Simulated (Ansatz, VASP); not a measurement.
**Two plane-wave programs on BN**

```
B N
1.0
    -0.06796    1.71724    1.81239
     1.81239   -0.06796    1.81239
     1.74443    1.64928    0.00000
B N
1 1
Direct
  0.00000 0.00000 0.00000
  0.75000 0.75000 0.75000
```

Change from the starting cell: engineering shear strain xz -0.0750, normal strain along z -0.0525.

Alike in both runs: task single point; functional PBE; k mesh 12 × 12 × 12; occupations gaussian, width 0.05 eV; no spin polarisation.

```csv
,VASP,Ansatz
version,VASP 6.6.1,Ansatz 0.2.0
potentials or method,"VASP PAW PBE potentials, release 64 (B, N), cutoff 520 eV","scalar-relativistic, plane waves, PAW"
valence electrons in the cell,8,8
```

```tsv
	VASP	Ansatz	Ansatz less VASP
gap on the k mesh at the Fermi level (eV)	3.47	3.48	+0.014
least direct gap on the mesh (eV)	7.51	7.52	+0.012
pressure (GPa)	25.5	25.1	-0.35
traceless stress, the component that is largest in VASP (GPa)	40.68	40.45	-0.232
rms of the force components (eV/Å)	0.180	0.173	-0.0069
```

Atom by atom the forces differ by 0.007 eV/Å (rms over components).
